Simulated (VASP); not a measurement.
Write the native input for VASP 6.6.1 that does the following.

```
Task                   : single point
Functional             : PBE
Potentials or basis    : VASP PAW PBE potentials, release 64 (Si, C)
Cutoff                 : 520 eV
k mesh                 : 6 × 6 × 10
Occupations            : gaussian, width 0.02 eV
Spin                   : no spin polarisation
Dipole correction      : no
Further INCAR settings : ALGO = Normal; EDIFF = 1e-07; NBANDS = 26
```

The structure of SiC lies in POSCAR:

```
SiC
1.0
    5.3229435569      0.0000000000      0.0000000000
    0.0000000000      5.3229435569      0.0000000000
    0.0000000000      0.0000000000      3.0926496458
Si C
4 4
Direct
    0.6755857371      0.6755857371      0.0000000000
    0.8244142629      0.1755857371      0.5000000000
    0.3244142629      0.3244142629      0.0000000000
    0.1755857371      0.8244142629      0.5000000000
    0.8154412519      0.8154412519      0.5000000000
    0.6845587481      0.3154412519      0.0000000000
    0.1845587481      0.1845587481      0.5000000000
    0.3154412519      0.6845587481      0.0000000000
```

The cell was generated, and may not be a known phase.

One way to write it, as run:

INCAR

```
SYSTEM = SiC
PREC = Accurate
ENCUT = 520
EDIFF = 1E-7
ISMEAR = 0
SIGMA = 0.02
LREAL = .False.
LASPH = .True.
NELM = 100
ALGO = Normal
ISIF = 2
LWAVE = .False.
LCHARG = .False.
GGA = PE
NBANDS = 26
```

KPOINTS

```
Automatic mesh
0
Gamma
  6 6 10
  0 0 0
```

Potentials or basis: VASP PAW PBE potentials, release 64 (Si, C).

Command:

```bash
$ cat potpaw_PBE.64/Si/POTCAR potpaw_PBE.64/C/POTCAR > POTCAR
$ mpirun -np 1 vasp_std > vasp.out
```

Results of the run:

| Property | Result |
| --- | --- |
| Pressure | 0.0 GPa |
| Largest force | 0.007 eV/Å |
| Band gap on the k mesh | 2.20 eV (least direct gap 2.88 eV) |

Run time: 3.1 min on 1 thread of Intel Xeon 8259CL, with other jobs on the host, peak memory 0.24 GiB.
